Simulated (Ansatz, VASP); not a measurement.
Two plane-wave programs on Ta

Contents of INCAR:

```
SYSTEM = Ta
ALGO = Fast
EDIFF = 1E-7
ENCUT = 520
GGA = PE
ISIF = 2
ISMEAR = 0
LASPH = .TRUE.
LCHARG = .TRUE.
LELF = .TRUE.
LREAL = .FALSE.
LVHAR = .TRUE.
LWAVE = .FALSE.
NBANDS = 12
NELM = 60
PREC = Accurate
SIGMA = 0.15
```

KPOINTS

```
k-points
0
G
  18 18 18
  0 0 0
```

POSCAR

```
Ta
1.0
   -1.5682119726      1.6594835689      1.4727916674
    1.5682119726     -1.6594835689      1.4727916674
    1.5682119726      1.6594835689     -1.4727916674
Ta
1
Direct
    0.0000000000      0.0000000000      0.0000000000
```

Input for Ansatz:

```yaml
crystal:
  lattice:
    - [-1.5682119726, 1.6594835689, 1.4727916674]
    - [1.5682119726, -1.6594835689, 1.4727916674]
    - [1.5682119726, 1.6594835689, -1.4727916674]
  atoms:
    - { symbol: Ta, position: [0.0, 0.0, 0.0] }
basis:
  ecutwfc: 420
kpoints:
  mp_grid: { grid: [18, 18, 18] }
hamiltonian:
  xc: pbe
  pseudopotentials: { kind: paw, azcp: { folder: soft_1 } }
scf:
  occupations: { method: gaussian, width: 0.15 }
output:
  forces: true
  stress: true
  eigenvalues: true
  write_density: true
  write_potential: true
  elf: true
  volumetric_format: npy
```

Change from the starting cell: normal strain along x -0.0550, normal strain along z -0.1125.

Alike in both runs: task single point; functional PBE; k mesh 18 × 18 × 18; occupations gaussian, width 0.15 eV; no spin polarisation.

|  | VASP | Ansatz |
| --- | --- | --- |
| version | VASP 6.6.1 | Ansatz 0.2.0 |
| potentials or method | VASP PAW PBE potentials, release 64 (Ta_pv), cutoff 520 eV | scalar-relativistic, plane waves, PAW |
| valence electrons in the cell | 11 | 13 |

|  | VASP | Ansatz | Ansatz less VASP |
| --- | --- | --- | --- |
| gap on the k mesh at the Fermi level (eV) | none | none | - |
| pressure (GPa) | 49.2 | 48.6 | -0.60 |
| traceless stress, the component that is largest in VASP (GPa) | -9.62 | -9.60 | +0.022 |

A gap of «none» marks a metal or a gap that the smearing closes. Both programs put the cell under a high pressure, so it lies far from rest at this level. VASP's potentials hold 11 valence electrons a cell and Ansatz's 13, so a difference there can come from the potentials and not from the codes.

Neither program's run includes spin-orbit coupling.
